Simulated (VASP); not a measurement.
# Si (Fd-3m) in VASP: single point with PBEsol

Aim: the single point of Si with PBEsol.

Everything below comes from runs of VASP 6.6.1. Logs are shortened: lines on timing, memory, paths and dates and some standing lists are left out, and cuts for length are marked.

## (1) The cell of the first run

It takes space group Fd-3m (No. 227, cubic). The conventional cell has a = 5.434 Å, b = 5.434 Å, c = 5.434 Å, α = 90.00°, β = 90.00°, γ = 90.00°. Si (site symmetry -43m) has 4 Si at 2.35 Å within 3.1 Å.

## (2) Single point, PBEsol

Contents of INCAR:

```
PREC = Accurate
ENCUT = 500
EDIFF = 1E-6
ISMEAR = 0
SIGMA = 0.02
LREAL = False
LASPH = True
NELM = 120
ALGO = Normal
ISIF = 2
LWAVE = False
LCHARG = False
GGA = PS
NBANDS = 11
GGA_COMPAT = False
```

Contents of KPOINTS:

```
Automatic mesh
0
Gamma
  8 8 8
```

Contents of POSCAR:

```
Si
1.0
    0.0000000000      2.7169171383      2.7169171383
    2.7169171383      0.0000000000      2.7169171383
    2.7169171383      2.7169171383      0.0000000000
Si
2
Direct
    0.7500000000      0.7500000000      0.7500000000
    0.5000000000      0.5000000000      0.5000000000
```

Potentials or basis: VASP PAW PBE potentials, release 64 (Si).

Launch:

```
$ cat potpaw_PBE.64/Si/POTCAR > POTCAR
$ mpirun -np 1 vasp_std > vasp.out
```

OUTCAR:

```text
PREC = Accurate
   ENCUT = 500
   EDIFF = 1E-6
   ISMEAR = 0
   LREAL = False
   LASPH = True
   NELM = 120
   ISIF = 2
   GGA = PS

 ion  position               nearest neighbor table
   1  0.750  0.750  0.750-   2 2.35   2 2.35   2 2.35   2 2.35
   2  0.500  0.500  0.500-   1 2.35   1 2.35   1 2.35   1 2.35

  LATTYP: Found a face centered cubic cell.
 ALAT       =     5.4338342766

  Lattice vectors:

 A1 = (   0.0000000000,   2.7169171383,   2.7169171383)
 A2 = (   2.7169171383,   0.0000000000,   2.7169171383)
 A3 = (   2.7169171383,   2.7169171383,   0.0000000000)

Analysis of symmetry for initial positions (statically):
=====================================================================
 Subroutine PRICEL returns:
 Original cell was already a primitive cell.

 Routine SETGRP: Setting up the symmetry group for a
 face centered cubic supercell.

 Subroutine GETGRP returns: Found 48 space group operations
 (whereof 24 operations were pure point group operations)
 out of a pool of 48 trial point group operations.

The static configuration has the point symmetry T_d .
 The point group associated with its full space group is O_h .

Analysis of symmetry for dynamics (positions and initial velocities):
=====================================================================
 Subroutine PRICEL returns:
 Original cell was already a primitive cell.

 Routine SETGRP: Setting up the symmetry group for a
 face centered cubic supercell.

 Subroutine GETGRP returns: Found 48 space group operations
 (whereof 24 operations were pure point group operations)
 out of a pool of 48 trial point group operations.

The dynamic configuration has the point symmetry T_d .
 The point group associated with its full space group is O_h .

 Subroutine INISYM returns: Found 48 space group operations
 (whereof 24 operations are pure point group operations),
 and found     1 'primitive' translations

----------------------------------------------------------------------------------------

                                     Primitive cell

  volume of cell :      40.1106

  direct lattice vectors                    reciprocal lattice vectors
     0.000000000  2.716917138  2.716917138    -0.184032112  0.184032112  0.184032112
     2.716917138  0.000000000  2.716917138     0.184032112 -0.184032112  0.184032112
     2.716917138  2.716917138  0.000000000     0.184032112  0.184032112 -0.184032112

  length of vectors
     3.842301065  3.842301065  3.842301065     0.318752969  0.318752969  0.318752969

  position of ions in fractional coordinates (direct lattice)
     0.750000000  0.750000000  0.750000000
     0.500000000  0.500000000  0.500000000

  ion indices of the primitive-cell ions
   primitive index   ion index
                 1           1
                 2           2

----------------------------------------------------------------------------------------

 KPOINTS: Automatic mesh

Automatic generation of k-mesh.
 Grid dimensions read from file:
 generate k-points for:    8    8    8

 Generating k-lattice:

  Cartesian coordinates                     Fractional coordinates (reciprocal lattice)
    -0.023004014  0.023004014  0.023004014     0.125000000  0.000000000  0.000000000
     0.023004014 -0.023004014  0.023004014     0.000000000  0.125000000  0.000000000
     0.023004014  0.023004014 -0.023004014     0.000000000  0.000000000  0.125000000

  Length of vectors
     0.039844121  0.039844121  0.039844121

  Shift w.r.t. Gamma in fractional coordinates (k-lattice)
     0.000000000  0.000000000  0.000000000

 Subroutine IBZKPT returns following result:
 ===========================================

 Found     29 irreducible k-points:

 Following reciprocal coordinates:
            Coordinates               Weight
  0.000000  0.000000  0.000000      1.000000
  0.125000  0.000000  0.000000      8.000000
  0.250000  0.000000  0.000000      8.000000
  0.375000  0.000000  0.000000      8.000000
  0.500000  0.000000  0.000000      4.000000
  0.125000  0.125000  0.000000      6.000000
[... 16 lines left out ...]
  0.500000  0.250000  0.125000     48.000000
 -0.375000  0.250000  0.125000     24.000000
 [... further k-points ...]
   k-points           NKPTS =     29   k-points in BZ     NKDIM =     29   number of bands    NBANDS=     11
   number of dos      NEDOS =    301   number of ions     NIONS =      2
   total plane-waves  NPLWV =  21952
   dimension x,y,z NGX =    28 NGY =   28 NGZ =   28
   dimension x,y,z NGXF=    56 NGYF=   56 NGZF=   56
   ions per type =               2
   NGX,Y,Z   is equivalent  to a cutoff of  12.11, 12.11, 12.11 a.u.
   NGXF,Y,Z  is equivalent  to a cutoff of  24.23, 24.23, 24.23 a.u.
 SYSTEM =  unknown system
   PREC   = accura    normal or accurate (medium, high low for compatibility)
   ISTART =      0    job   : 0-new  1-cont  2-samecut
   ICHARG =      2    charge: 1-file 2-atom 10-const
   ISPIN  =      1    spin polarized calculation?
   LNONCOLLINEAR =      F non collinear calculations
   LSORBIT =      F    spin-orbit coupling
   LASPH  =      T    aspherical Exc in radial PAW
   ENCUT  =  500.0 eV  36.75 Ry    6.06 a.u.   7.01  7.01  7.01*2*pi/ulx,y,z
   NELM   =    120;   NELMIN=  2; NELMDL= -5     # of ELM steps
   EDIFF  = 0.1E-05   stopping-criterion for ELM
   LREAL  =      F    real-space projection
   EDIFFG = 0.1E-04   stopping-criterion for IOM
   NSW    =      0    number of steps for IOM
   IBRION =     -1    ionic relax: 0-MD 1-quasi-New 2-CG
   NFREE  =      0    steps in history (QN), initial steepest desc. (CG)
   ISIF   =      2    stress and relaxation
   ISYM   =      2    0-nonsym 1-usesym 2-fastsym
   POTIM  = 0.5000    time-step for ionic-motion
   TEBEG  =    0.0;   TEEND  =   0.0 temperature during run
   PSTRESS=    0.0 pullay stress
   NELECT =       8.0000    total number of electrons
   NUPDOWN=      -1.0000    fix difference up-down
   EMIN   =  10.00;   EMAX   =-10.00  energy-range for DOS
   EFERMI =   0.00;   METHOD = LEGACY
   ISMEAR =     0;   SIGMA  =   0.02  broadening in eV -4-tet -1-fermi 0-gaus
   EFERMI_NEDOS =   21; number of points for ismear=-14 and -15
   IALGO  =     38    algorithm
   IMIX   =      4    mixing-type and parameters
     AMIX     =   0.40;   BMIX     =  1.00
     AMIX_MAG =   1.60;   BMIX_MAG =  1.00
  volume/ion in A,a.u.               =      20.06       135.34
  Fermi-wavevector in a.u.,A,eV,Ry     =   0.956500  1.807523 12.447872  0.914893
  Thomas-Fermi vector in A             =   2.085434
   LORBIT       =      0    0 simple, 1 ext, 2 COOP (PROOUT), +10 PAW based schemes
   GGA     = PS    functional components
   LHFCALC =     F    Hartree Fock is set to
   AEXX    =    0.0000 exact exchange contribution
   IVDW    =     0    specifies the selected vdW correction
   LEPSILON=     F    determine dielectric tensor
   LRPA    =     F    only Hartree local field effects (RPA)
 non-spin polarized calculation
 Gauss-broadening in eV      SIGMA  =   0.02
  energy-cutoff  :      500.00
  volume of cell :       40.11
 maximum number of plane-waves:      1036
   NGX = 13   NGY = 13   NGZ = 13

 number of electron       8.0000001 magnetization

 Free energy of the ion-electron system (eV)
  ---------------------------------------------------
  ext. energy  EPLUGINS =         0.00000000
  ---------------------------------------------------
  free energy    TOTEN  =       -11.48916387 eV

  energy without entropy =      -11.48916387  energy(sigma->0) =      -11.48916387

 E-fermi :   5.9263     XC(G=0):  -9.5463

 val. band max:        5.7740863031   @ k =   0.0000   0.0000   0.0000
 cond. band min:       6.2794725176   @ k =   0.3750   0.3750   0.0000
 fundamental gap:      0.5053862145
 Fermi energy:         5.9262702090

 k-point     1 :       0.0000    0.0000    0.0000
  band No.  band energies     occupation
      1      -6.2048      2.00000
      2       5.7741      2.00000
      3       5.7741      2.00000
      4       5.7741      2.00000
      5       8.2900      0.00000
      6       8.2900      0.00000
      7       8.2900      0.00000
      8       9.0785      0.00000
      9      13.4608      0.00000
     10      13.4608      0.00000
     11      13.4767      0.00000

 k-point     2 :       0.1250    0.0000    0.0000
  band No.  band energies     occupation
      1      -6.0001      2.00000
      2       4.1617      2.00000
      3       5.4820      2.00000
      4       5.4820      2.00000
      5       8.2144      0.00000
      6       8.7174      0.00000
      7       8.7174      0.00000
      8      10.4280      0.00000
      9      12.9566      0.00000
     10      12.9566      0.00000
     11      14.2832      0.00000

 k-point     3 :       0.2500    0.0000    0.0000
  band No.  band energies     occupation
      1      -5.4028      2.00000
      2       1.8248      2.00000
      3       5.0097      2.00000
      4       5.0097      2.00000
      5       7.7290      0.00000
      6       9.2302      0.00000
      7       9.2302      0.00000
      8      12.6079      0.00000
      9      12.9035      0.00000
     10      12.9035      0.00000
     11      14.5516      0.00000

 k-point     4 :       0.3750    0.0000    0.0000
  band No.  band energies     occupation
      1      -4.5044      2.00000
      2      -0.2028      2.00000
      3       4.6833      2.00000
      4       4.6833      2.00000
      5       7.3617      0.00000
      6       9.1627      0.00000
      7       9.1627      0.00000
      8      13.4569      0.00000
      9      14.2959      0.00000
     10      14.2959      0.00000
     11      15.3282      0.00000
[... 239 lines left out ...]
 k-point    22 :       0.3750    0.2500    0.1250
  band No.  band energies     occupation
      1      -4.8717      2.00000
      2       1.4768      2.00000
      3       3.0266      2.00000
      4       4.3340      2.00000
      5       8.1462      0.00000
      6       9.6090      0.00000
      7       9.8777      0.00000
      8      11.2271      0.00000
      9      13.4977      0.00000
     10      15.9759      0.00000
     11      16.6898      0.00000

 k-point    23 :       0.5000    0.2500    0.1250
  band No.  band energies     occupation
      1      -3.9790      2.00000
      2      -0.0826      2.00000
      3       2.4167      2.00000
      4       3.8256      2.00000
      5       8.5699      0.00000
      6       9.2521      0.00000
      7      10.7097      0.00000
      8      11.6539      0.00000
      9      14.7258      0.00000
     10      15.4066      0.00000
     11      17.6235      0.00000

 k-point    24 :      -0.3750    0.2500    0.1250
  band No.  band energies     occupation
      1      -3.3201      2.00000
      2      -1.0366      2.00000
      3       2.2892      2.00000
      4       3.5931      2.00000
      5       8.7708      0.00000
      6       8.8113      0.00000
      7      11.6293      0.00000
      8      12.8063      0.00000
      9      13.0926      0.00000
     10      16.2532      0.00000
     11      17.3861      0.00000

 [... further k-points ...]
[... 5 lines left out ...]
  --------------------------------------------------------------------------------------
  -------------------------------------------------------------------------------------
  Total        0.0269730      0.0269730      0.0269730     -0.0000000      0.0000000     -0.0000000
  in kB        1.0774076      1.0774076      1.0774076     -0.0000000      0.0000000     -0.0000000
  external PRESSURE =       1.0774076 kB  Pullay stress =       0.0000000 kB

 VOLUME and BASIS-vectors are now :
 -----------------------------------------------------------------------------
  energy-cutoff  :      500.00
  volume of cell :       40.11
      direct lattice vectors                 reciprocal lattice vectors
     0.000000000  2.716917138  2.716917138    -0.184032112  0.184032112  0.184032112
     2.716917138  0.000000000  2.716917138     0.184032112 -0.184032112  0.184032112
     2.716917138  2.716917138  0.000000000     0.184032112  0.184032112 -0.184032112

 POSITION                                       TOTAL-FORCE (eV/Angst)
 -----------------------------------------------------------------------------------
      4.07538      4.07538      4.07538         0.000000      0.000000      0.000000
      2.71692      2.71692      2.71692        -0.000000     -0.000000     -0.000000
 -----------------------------------------------------------------------------------
    total drift:                                0.000000      0.000000     -0.000000

  FREE ENERGIE OF THE ION-ELECTRON SYSTEM (eV)
  ---------------------------------------------------
  free  energy   TOTEN  =       -11.4891638714 eV

  energy  without entropy=      -11.4891638714  energy(sigma->0) =      -11.48916387
```

Wall time 17 s (1 thread of Intel Xeon 8259CL, shared host); peak memory 0.15 GiB.

Results:

* Free energy: -11.4892 eV
* Pressure: 0.1 GPa
* Band gap on the k mesh: 0.51 eV, indirect (least direct gap 2.52 eV)

Caveat: the PAW data sets were made with another functional, which shifts forces and pressure a little. A k mesh can miss the band edges.
